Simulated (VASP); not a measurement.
# Ru (P6_3/mmc) in VASP: a series of runs

The runs below take Ru through single point, with LDA.

Program: VASP 6.6.1. These are calculated values, not measurements. Logs are shortened: lines on timing, memory, paths and dates and some standing lists are left out, and cuts for length are marked.

## 1. The cell of the first run

Symmetry: P6_3/mmc, No. 194, hexagonal system. Conventional cell: a = 2.388 Å, b = 2.388 Å, c = 3.816 Å, α = 90.00°, β = 90.00°, γ = 120.00°. Within 3.1 Å of Ru (site symmetry -6m2) lie 12 Ru at 2.35 to 2.39 Å.

## 2. Single point, LDA (volume scaled by 0.72, partial waves polarizable)

INCAR reads:

```
PREC = Accurate
ENCUT = 520
EDIFF = 1E-6
ISMEAR = -1
SIGMA = 0.05
LREAL = F
LASPH = T
NELM = 100
ALGO = Normal
ISIF = 2
LWAVE = F
LCHARG = F
GGA = CA
NBANDS = 21
```

KPOINTS reads:

```
Automatic mesh
0
Gamma
  18 18 10
```

POSCAR reads:

```
Ru
1.0
    2.3879927603      0.0000000000      0.0000000000
   -1.1939963801      2.0680623944      0.0000000000
    0.0000000000      0.0000000000      3.8155222410
Ru
2
Direct
    0.3333333333      0.6666666667      0.2500000000
    0.6666666667      0.3333333333      0.7500000000
```

Potentials or basis: VASP PAW LDA potentials, release 64 (Ru_pv).

Run with:

```console
cat potpaw_LDA.64/Ru_pv/POTCAR > POTCAR
mpirun -np 1 vasp_std > vasp.out
```

OUTCAR:

```text
PREC = Accurate
   ENCUT = 520
   EDIFF = 1E-6
   ISMEAR = -1
   LREAL = F
   LASPH = T
   NELM = 100
   ISIF = 2
   GGA = CA

 ion  position               nearest neighbor table
   1  0.333  0.667  0.250-   2 2.35   2 2.35   2 2.35   2 2.35   2 2.35   2 2.35   2 3.35   2 3.35
                             2 3.35   2 3.35   2 3.35   2 3.35
   2  0.667  0.333  0.750-   1 2.35   1 2.35   1 2.35   1 2.35   1 2.35   1 2.35   1 3.35   1 3.35
                             1 3.35   1 3.35   1 3.35   1 3.35

  LATTYP: Found a hexagonal cell.
 ALAT       =     2.3879927603
 C/A-ratio  =     1.5977947272

  Lattice vectors:

 A1 = (   2.3879927603,   0.0000000000,   0.0000000000)
 A2 = (  -1.1939963801,   2.0680623944,   0.0000000000)
 A3 = (   0.0000000000,   0.0000000000,   3.8155222410)

Analysis of symmetry for initial positions (statically):
=====================================================================
 Subroutine PRICEL returns:
 Original cell was already a primitive cell.

 Routine SETGRP: Setting up the symmetry group for a
 hexagonal supercell.

 Subroutine GETGRP returns: Found 24 space group operations
 (whereof 12 operations were pure point group operations)
 out of a pool of 24 trial point group operations.

The static configuration has the point symmetry D_3d.
 The point group associated with its full space group is D_6h.

Analysis of symmetry for dynamics (positions and initial velocities):
=====================================================================
 Subroutine PRICEL returns:
 Original cell was already a primitive cell.

 Routine SETGRP: Setting up the symmetry group for a
 hexagonal supercell.

 Subroutine GETGRP returns: Found 24 space group operations
 (whereof 12 operations were pure point group operations)
 out of a pool of 24 trial point group operations.

The dynamic configuration has the point symmetry D_3d.
 The point group associated with its full space group is D_6h.

 Subroutine INISYM returns: Found 24 space group operations
 (whereof 12 operations are pure point group operations),
 and found     1 'primitive' translations

----------------------------------------------------------------------------------------

                                     Primitive cell

  volume of cell :      18.8430

  direct lattice vectors                    reciprocal lattice vectors
     2.387992760  0.000000000  0.000000000     0.418761739  0.241772202  0.000000000
    -1.193996380  2.068062394  0.000000000     0.000000000  0.483544405  0.000000000
     0.000000000  0.000000000  3.815522241     0.000000000  0.000000000  0.262087320

  length of vectors
     2.387992760  2.387992760  3.815522241     0.483544405  0.483544405  0.262087320

  position of ions in fractional coordinates (direct lattice)
     0.333333333  0.666666667  0.250000000
     0.666666667  0.333333333  0.750000000

  ion indices of the primitive-cell ions
   primitive index   ion index
                 1           1
                 2           2

----------------------------------------------------------------------------------------

 KPOINTS: Automatic mesh

Automatic generation of k-mesh.
 Grid dimensions read from file:
 generate k-points for:   18   18   10

 Generating k-lattice:

  Cartesian coordinates                     Fractional coordinates (reciprocal lattice)
     0.023264541  0.013431789  0.000000000     0.055555556  0.000000000  0.000000000
     0.000000000  0.026863578  0.000000000     0.000000000  0.055555556  0.000000000
     0.000000000  0.000000000  0.026208732     0.000000000  0.000000000  0.100000000

  Length of vectors
     0.026863578  0.026863578  0.026208732

  Shift w.r.t. Gamma in fractional coordinates (k-lattice)
     0.000000000  0.000000000  0.000000000

 Subroutine IBZKPT returns following result:
 ===========================================

 Found    222 irreducible k-points:

 Following reciprocal coordinates:
            Coordinates               Weight
  0.000000  0.000000  0.000000      1.000000
  0.055556  0.000000  0.000000      6.000000
  0.111111  0.000000  0.000000      6.000000
  0.166667  0.000000  0.000000      6.000000
  0.222222  0.000000  0.000000      6.000000
  0.277778 -0.000000  0.000000      6.000000
[... 16 lines left out ...]
  0.333333  0.111111  0.000000     12.000000
  0.388889  0.111111  0.000000     12.000000
 [... further k-points ...]
   k-points           NKPTS =    222   k-points in BZ     NKDIM =    222   number of bands    NBANDS=     21
   number of dos      NEDOS =    301   number of ions     NIONS =      2
   total plane-waves  NPLWV =   9072
   dimension x,y,z NGX =    18 NGY =   18 NGZ =   28
   dimension x,y,z NGXF=    36 NGYF=   36 NGZF=   56
   ions per type =               2
   NGX,Y,Z   is equivalent  to a cutoff of  12.53, 12.53, 12.20 a.u.
   NGXF,Y,Z  is equivalent  to a cutoff of  25.06, 25.06, 24.40 a.u.
 SYSTEM =  unknown system
   PREC   = accura    normal or accurate (medium, high low for compatibility)
   ISTART =      0    job   : 0-new  1-cont  2-samecut
   ICHARG =      2    charge: 1-file 2-atom 10-const
   ISPIN  =      1    spin polarized calculation?
   LNONCOLLINEAR =      F non collinear calculations
   LSORBIT =      F    spin-orbit coupling
   LASPH  =      T    aspherical Exc in radial PAW
   ENCUT  =  520.0 eV  38.22 Ry    6.18 a.u.   4.44  4.44  7.09*2*pi/ulx,y,z
   NELM   =    100;   NELMIN=  2; NELMDL= -5     # of ELM steps
   EDIFF  = 0.1E-05   stopping-criterion for ELM
   LREAL  =      F    real-space projection
   EDIFFG = 0.1E-04   stopping-criterion for IOM
   NSW    =      0    number of steps for IOM
   IBRION =     -1    ionic relax: 0-MD 1-quasi-New 2-CG
   NFREE  =      0    steps in history (QN), initial steepest desc. (CG)
   ISIF   =      2    stress and relaxation
   ISYM   =      2    0-nonsym 1-usesym 2-fastsym
   POTIM  = 0.5000    time-step for ionic-motion
   TEBEG  =    0.0;   TEEND  =   0.0 temperature during run
   PSTRESS=    0.0 pullay stress
   NELECT =      28.0000    total number of electrons
   NUPDOWN=      -1.0000    fix difference up-down
   EMIN   =  10.00;   EMAX   =-10.00  energy-range for DOS
   EFERMI =   0.00;   METHOD = LEGACY
   ISMEAR =    -1;   SIGMA  =   0.05  broadening in eV -4-tet -1-fermi 0-gaus
   EFERMI_NEDOS =   21; number of points for ismear=-14 and -15
   IALGO  =     38    algorithm
   IMIX   =      4    mixing-type and parameters
     AMIX     =   0.40;   BMIX     =  1.00
     AMIX_MAG =   1.60;   BMIX_MAG =  1.00
  volume/ion in A,a.u.               =       9.42        63.58
  Fermi-wavevector in a.u.,A,eV,Ry     =   1.868145  3.530283 47.483877  3.489967
  Thomas-Fermi vector in A             =   2.914467
   LORBIT       =      0    0 simple, 1 ext, 2 COOP (PROOUT), +10 PAW based schemes
   GGA     = CA    functional components
   LHFCALC =     F    Hartree Fock is set to
   AEXX    =    0.0000 exact exchange contribution
   IVDW    =     0    specifies the selected vdW correction
   LEPSILON=     F    determine dielectric tensor
   LRPA    =     F    only Hartree local field effects (RPA)
 non-spin polarized calculation
  energy-cutoff  :      520.00
  volume of cell :       18.84
 maximum number of plane-waves:       537
 NGX is ok and might be reduce to    18
   NGX =  9   NGY =  9   NGZ = 15

 number of electron      28.0000018 magnetization

 Free energy of the ion-electron system (eV)
  ---------------------------------------------------
  ext. energy  EPLUGINS =         0.00000000
  ---------------------------------------------------
  free energy    TOTEN  =       -16.92818364 eV

  energy without entropy =      -16.91924357  energy(sigma->0) =      -16.92371361

 E-fermi :  20.6910     XC(G=0): -16.7291

 val. band max:       20.6693397254   @ k =   0.2778  -0.0000   0.0000
 cond. band min:      20.6919642171   @ k =   0.3333   0.0556   0.3000
 fundamental gap:      0.0226244917
 Fermi energy:        20.6909515333

 k-point     1 :       0.0000    0.0000    0.0000
  band No.  band energies     occupation
      1     -25.0418      2.00000
      2     -22.0887      2.00000
      3     -22.0887      2.00000
      4     -21.6099      2.00000
      5     -21.6099      2.00000
      6     -21.5160      2.00000
[... 13 lines left out ...]
     20      30.4812      0.00000
     21      34.9697      0.00000

 k-point     2 :       0.0556    0.0000    0.0000
  band No.  band energies     occupation
      1     -25.0099      2.00000
      2     -22.1695      2.00000
      3     -22.1148      2.00000
      4     -21.6920      2.00000
      5     -21.6191      2.00000
      6     -21.5300      2.00000
[... 13 lines left out ...]
     20      30.4812      0.00000
     21      35.3652      0.00000

 k-point     3 :       0.1111    0.0000    0.0000
  band No.  band energies     occupation
      1     -24.9159      2.00000
      2     -22.4005      2.00000
      3     -22.1880      2.00000
      4     -21.9240      2.00000
      5     -21.6472      2.00000
      6     -21.5724      2.00000
[... 13 lines left out ...]
     20      30.4812      0.00000
     21      35.9902      0.00000

 k-point     4 :       0.1667    0.0000    0.0000
  band No.  band energies     occupation
      1     -24.7648      2.00000
      2     -22.7496      2.00000
      3     -22.2954      2.00000
      4     -22.2674      2.00000
      5     -21.6937      2.00000
      6     -21.6441      2.00000
[... 13 lines left out ...]
     20      30.4812      0.00000
     21      35.9132      0.00000

 k-point     5 :       0.2222    0.0000    0.0000
  band No.  band energies     occupation
      1     -24.5651      2.00000
      2     -23.1700      2.00000
      3     -22.6708      2.00000
      4     -22.4213      2.00000
      5     -21.7544      2.00000
      6     -21.7460      2.00000
[... 13 lines left out ...]
     20      30.8400      0.00000
     21      35.5600      0.00000
[... 382 lines left out ...]
     20      33.5325      0.00000
     21      35.1229      0.00000

 k-point    22 :       0.2778    0.1111    0.0000
  band No.  band energies     occupation
      1     -24.0008      2.00000
      2     -23.9641      2.00000
      3     -23.5344      2.00000
      4     -22.7399      2.00000
      5     -22.0789      2.00000
      6     -22.0649      2.00000
[... 13 lines left out ...]
     20      34.8290      0.00000
     21      35.2346      0.00000

 k-point    23 :       0.3333    0.1111    0.0000
  band No.  band energies     occupation
      1     -24.2652      2.00000
      2     -23.7536      2.00000
      3     -23.7408      2.00000
      4     -22.8869      2.00000
      5     -22.2492      2.00000
      6     -22.1341      2.00000
[... 13 lines left out ...]
     20      33.9981      0.00000
     21      35.6465      0.00000

 k-point    24 :       0.3889    0.1111    0.0000
  band No.  band energies     occupation
      1     -24.4587      2.00000
      2     -23.8747      2.00000
      3     -23.5510      2.00000
      4     -22.9807      2.00000
      5     -22.4014      2.00000
      6     -22.1790      2.00000
[... 13 lines left out ...]
     20      32.1540      0.00000
     21      35.7610      0.00000

 [... further k-points ...]
[... 5 lines left out ...]
  --------------------------------------------------------------------------------------
  -------------------------------------------------------------------------------------
  Total       30.8714142     30.8714142     30.9078543      0.0000000      0.0000000      0.0000000
  in kB     2624.9224292   2624.9224290   2628.0208479      0.0000001      0.0000000      0.0000000
  external PRESSURE =    2625.9552353 kB  Pullay stress =       0.0000000 kB

 VOLUME and BASIS-vectors are now :
 -----------------------------------------------------------------------------
  energy-cutoff  :      520.00
  volume of cell :       18.84
      direct lattice vectors                 reciprocal lattice vectors
     2.387992760  0.000000000  0.000000000     0.418761739  0.241772202  0.000000000
    -1.193996380  2.068062394  0.000000000     0.000000000  0.483544405  0.000000000
     0.000000000  0.000000000  3.815522241     0.000000000  0.000000000  0.262087320

 POSITION                                       TOTAL-FORCE (eV/Angst)
 -----------------------------------------------------------------------------------
     -0.00000      1.37871      0.95388        -0.000000      0.000000      0.000000
      1.19400      0.68935      2.86164         0.000000      0.000000      0.000000
 -----------------------------------------------------------------------------------
    total drift:                                0.000000     -0.000000      0.000000

  FREE ENERGIE OF THE ION-ELECTRON SYSTEM (eV)
  ---------------------------------------------------
  free  energy   TOTEN  =       -16.9281836444 eV

  energy  without entropy=      -16.9192435672  energy(sigma->0) =      -16.92371361
```

It took 1.7 min on 1 thread of AMD EPYC 7R13, shared host; peak memory 0.15 GiB.

What came out:

```yaml
Free_energy: -16.9282 eV
Pressure: 262.6 GPa
Band_gap_on_the_k_mesh: zero (band 14 reaches 23.40 eV, above the bottom of band 15 at 17.84 eV)
```

(Part 1 of 2 ends here.)
